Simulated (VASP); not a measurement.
# Zr (I4/mmm) in VASP: a series of runs, part 3 of 3

VASP 6.6.1. Earlier steps stand in the parts before.

## Step 5: Single point, PBE (zz strain of +3 %)

Input file INCAR:

```
PREC     = Accurate       # precision mode
ENCUT    = 520            # plane-wave cutoff, eV
EDIFF    = 1E-6           # SCF threshold, eV
ISMEAR   = -1             # smearing method
SIGMA    = 0.08           # smearing width, eV
LREAL    = F              # projectors in reciprocal space
LASPH    = T              # aspherical terms in the spheres
NELM     = 100            # most SCF steps
ALGO     = Normal         # electronic algorithm
ISIF     = 2              # what is computed and relaxed
LWAVE    = F              # write WAVECAR
LCHARG   = T              # write CHGCAR
GGA      = PE             # functional
LELF     = T              # ELF
LVHAR    = T            
NBANDS   = 12             # bands
```

Input file KPOINTS:

```
regular mesh
0
Gamma
  14 14 14
```

Input file POSCAR:

```
Zr
1.0
   -1.8100000000      1.8100000000      1.8643000000
    1.8100000000     -1.8100000000      1.8643000000
    1.8100000000      1.8100000000     -1.8643000000
Zr
1
Direct
    0.0000000000      0.0000000000      0.0000000000
```

Potentials or basis: VASP PAW PBE potentials, release 64 (Zr_sv).

Run with:

```bash
cat potpaw_PBE.64/Zr_sv/POTCAR > POTCAR
mpirun -np 1 vasp_std > vasp.out
```

OUTCAR:

```text
PREC = Accurate
   ENCUT = 520
   EDIFF = 1E-6
   ISMEAR = -1
   LREAL = F
   LASPH = T
   NELM = 100
   ISIF = 2
   GGA = PE

 ion  position               nearest neighbor table
   1  0.000  0.000  0.000-

  LATTYP: Found a body centered tetragonal cell.
 ALAT       =     3.6200000000
 C/A-ratio  =     1.0300000000

  Lattice vectors:

 A1 = (  -1.8100000000,   1.8100000000,   1.8643000000)
 A2 = (   1.8100000000,  -1.8100000000,   1.8643000000)
 A3 = (   1.8100000000,   1.8100000000,  -1.8643000000)

Analysis of symmetry for initial positions (statically):
=====================================================================
 Subroutine PRICEL returns:
 Original cell was already a primitive cell.

 Routine SETGRP: Setting up the symmetry group for a
 body centered tetragonal supercell.

 Subroutine GETGRP returns: Found 16 space group operations
 (whereof 16 operations were pure point group operations)
 out of a pool of 16 trial point group operations.

The static configuration has the point symmetry D_4h.

Analysis of symmetry for dynamics (positions and initial velocities):
=====================================================================
 Subroutine PRICEL returns:
 Original cell was already a primitive cell.

 Routine SETGRP: Setting up the symmetry group for a
 body centered tetragonal supercell.

 Subroutine GETGRP returns: Found 16 space group operations
 (whereof 16 operations were pure point group operations)
 out of a pool of 16 trial point group operations.

The dynamic configuration has the point symmetry D_4h.

 Subroutine INISYM returns: Found 16 space group operations
 (whereof 16 operations are pure point group operations),
 and found     1 'primitive' translations

----------------------------------------------------------------------------------------

                                     Primitive cell
[... 108 lines left out ...]
     AMIX     =   0.40;   BMIX     =  1.00
     AMIX_MAG =   1.60;   BMIX_MAG =  1.00
  volume/ion in A,a.u.               =      24.43       164.87
  Fermi-wavevector in a.u.,A,eV,Ry     =   1.291688  2.440936 22.700745  1.668458
  Thomas-Fermi vector in A             =   2.423442
   LORBIT       =      0    0 simple, 1 ext, 2 COOP (PROOUT), +10 PAW based schemes
   GGA     = PE    functional components
   LHFCALC =     F    Hartree Fock is set to
   AEXX    =    0.0000 exact exchange contribution
   IVDW    =     0    specifies the selected vdW correction
   LEPSILON=     F    determine dielectric tensor
   LRPA    =     F    only Hartree local field effects (RPA)
 non-spin polarized calculation
  energy-cutoff  :      520.00
  volume of cell :       24.43
 maximum number of plane-waves:       682
   NGX = 11   NGY = 11   NGZ = 11

 number of electron      12.0000000 magnetization

 Free energy of the ion-electron system (eV)
  ---------------------------------------------------
  ext. energy  EPLUGINS =         0.00000000
  ---------------------------------------------------
  free energy    TOTEN  =        -8.42983219 eV

  energy without entropy =       -8.38605165  energy(sigma->0) =       -8.40794192

 E-fermi :   8.1937     XC(G=0): -10.8606

 val. band max:        8.1861335478   @ k =   0.2143   0.0714   0.0714
 cond. band min:       8.1952710807   @ k =  -0.2857   0.2143  -0.0000
 fundamental gap:      0.0091375329
 Fermi energy:         8.1937452012

 k-point     1 :       0.0000    0.0000    0.0000
  band No.  band energies     occupation
      1     -40.4089      2.00000
      2     -17.9848      2.00000
      3     -17.9837      2.00000
      4     -17.9837      2.00000
      5       2.9072      2.00000
      6       9.2032      0.00001
      7       9.2032      0.00001
      8       9.4694      0.00000
      9      11.4429      0.00000
     10      11.7982      0.00000
     11      20.1417      0.00000
     12      20.5679      0.00000
[... 331 lines left out ...]
 k-point    24 :       0.2857    0.1429   -0.0000
  band No.  band energies     occupation
      1     -40.3022      2.00000
      2     -18.6456      2.00000
      3     -18.2332      2.00000
      4     -18.0319      2.00000
      5       5.8211      2.00000
      6       7.8822      1.96008
      7       8.3103      0.37775
      8      11.2163      0.00000
      9      12.0230      0.00000
     10      13.3979      0.00000
     11      18.7218      0.00000
     12      20.0719      0.00000

 [... further k-points ...]
[... 5 lines left out ...]
  --------------------------------------------------------------------------------------
  -------------------------------------------------------------------------------------
  Total       -0.8085368     -0.8085368     -0.7500961      0.0000000      0.0000000      0.0000000
  in kB      -53.0246012    -53.0246012    -49.1920058      0.0000000      0.0000000      0.0000000
  external PRESSURE =     -51.7470694 kB  Pullay stress =       0.0000000 kB

 VOLUME and BASIS-vectors are now :
 -----------------------------------------------------------------------------
  energy-cutoff  :      520.00
  volume of cell :       24.43
      direct lattice vectors                 reciprocal lattice vectors
    -1.810000000  1.810000000  1.864300000     0.000000000  0.276243094  0.268197179
     1.810000000 -1.810000000  1.864300000     0.276243094  0.000000000  0.268197179
     1.810000000  1.810000000 -1.864300000     0.276243094  0.276243094  0.000000000

 POSITION                                       TOTAL-FORCE (eV/Angst)
 -----------------------------------------------------------------------------------
      0.00000      0.00000      0.00000        -0.000000     -0.000000     -0.000000
 -----------------------------------------------------------------------------------
    total drift:                                0.000000      0.000000     -0.000000

  FREE ENERGIE OF THE ION-ELECTRON SYSTEM (eV)
  ---------------------------------------------------
  free  energy   TOTEN  =        -8.4298321925 eV

  energy  without entropy=       -8.3860516543  energy(sigma->0) =       -8.40794192
```

Wall time 63 s (1 thread of Intel Xeon 8259CL, shared host); peak memory 0.19 GiB.

Results:

```
Free energy            : -8.4298 eV
Pressure               : -5.2 GPa
Band gap on the k mesh : zero (bands 6 and 7 overlap by 1.59 eV)
```

Caveat: the cell differs from its parent crystal (zz strain of +3 %); the cell stands under tension.

## Step 6: Overview

```tsv
cell	gap on the mesh (eV)	pressure (GPa)
a = 3.125 Å, angles 109.2, 109.2, 110.0°, 1 atom	none	-2.2
a = 3.145 Å, angles 109.7, 109.7, 108.9°, 1 atom	none	-3.8
a = 3.156 Å, angles 110.0, 110.0, 108.4°, 1 atom	none	-4.5
a = 3.167 Å, angles 110.3, 110.3, 107.9°, 1 atom	none	-5.2
```

Alike in all rows: task single point; level PBE; potentials or basis VASP PAW PBE potentials, release 64 (Zr_sv); no spin polarisation; k mesh 14 × 14 × 14; cutoff (eV) 520; smearing fermi-dirac 0.08 eV.

Caveats: the cell stands under tension (at least some runs).

Total energies depend on the potentials used, so only differences within one code and one set of settings carry meaning.
